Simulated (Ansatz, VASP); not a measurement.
KTaO3: VASP beside Ansatz

```xyz
5
Lattice="3.5895 0.0000 0.0000 0.0000 3.9883 0.0000 0.0000 0.0000 3.9883" Properties=species:S:1:pos:R:3 pbc="T T T"
K     1.7947    1.9942    1.9942
Ta    0.0000    0.0000    0.0000
O     1.7947    0.0000    0.0000
O     0.0000    1.9942    0.0000
O     0.0000    0.0000    1.9942
```

Change from the starting cell: strain -0.1000 x Voigt [1, 0, 0, 0, 0, 0], atoms carried along.

Alike in both runs: task single point; functional r2SCAN; k mesh 6 × 6 × 6; occupations gaussian, width 0.05 eV; no spin polarisation.

|  | VASP | Ansatz |
| --- | --- | --- |
| version | VASP 6.6.1 | Ansatz 0.2.0 |
| potentials or method | VASP PAW PBE potentials, release 64 (K_sv, Ta_pv, O), cutoff 520 eV | scalar-relativistic, plane waves, PAW |
| valence electrons in the cell | 38 | 40 |

|  | VASP | Ansatz | Ansatz less VASP |
| --- | --- | --- | --- |
| gap on the k mesh at the Fermi level (eV) | 2.62 | 2.65 | +0.036 |
| least direct gap on the mesh (eV) | 3.03 | 3.06 | +0.031 |
| pressure (GPa) | 35.8 | 34.1 | -1.66 |
| traceless stress, the component that is largest in VASP (GPa) | 47.01 | 46.33 | -0.676 |

VASP's potentials were made for PBE, not for r2SCAN. Both programs put the cell under a high pressure, so it lies far from rest at this level. VASP's potentials hold 38 valence electrons a cell and Ansatz's 40, so a difference there can come from the potentials and not from the codes.

Neither program's run includes spin-orbit coupling.
